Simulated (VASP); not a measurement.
A run of VASP 6.6.1:

The input INCAR:

```
PREC = Accurate
ENCUT = 520
EDIFF = 1E-7
ISMEAR = 0
SIGMA = 0.1
LREAL = False
LASPH = True
NELM = 100
ALGO = Normal
ISIF = 2
LWAVE = False
LCHARG = False
GGA = PS
NBANDS = 21
```

File KPOINTS:

```
Automatic mesh
0
Gamma
  18 18 10
```

Contents of POSCAR:

```
W
1.0
    2.7515287785      0.0000000000      0.0000000000
   -1.3757643892      2.3828938214      0.0000000000
    0.0000000000      0.0000000000      4.8949153584
W
2
Direct
    0.3333333333      0.6666666667      0.2500000000
    0.6666666667      0.3333333333      0.7500000000
```

Potentials or basis: VASP PAW PBE potentials, release 64 (W_sv).

Launch:

```sh
$ cat potpaw_PBE.64/W_sv/POTCAR > POTCAR
$ mpirun -np 1 vasp_std > vasp.out
```

Hardware: 1 thread of AMD EPYC 9R45 96-Core Processor (Zen 5) (shared host).

Estimate the wall time of this run.

Wall time 49 s on 1 thread of AMD EPYC 9R45 96-Core Processor (Zen 5) (shared host), peak memory 0.2 GiB. Counts: scf iterations 13, k points 222.
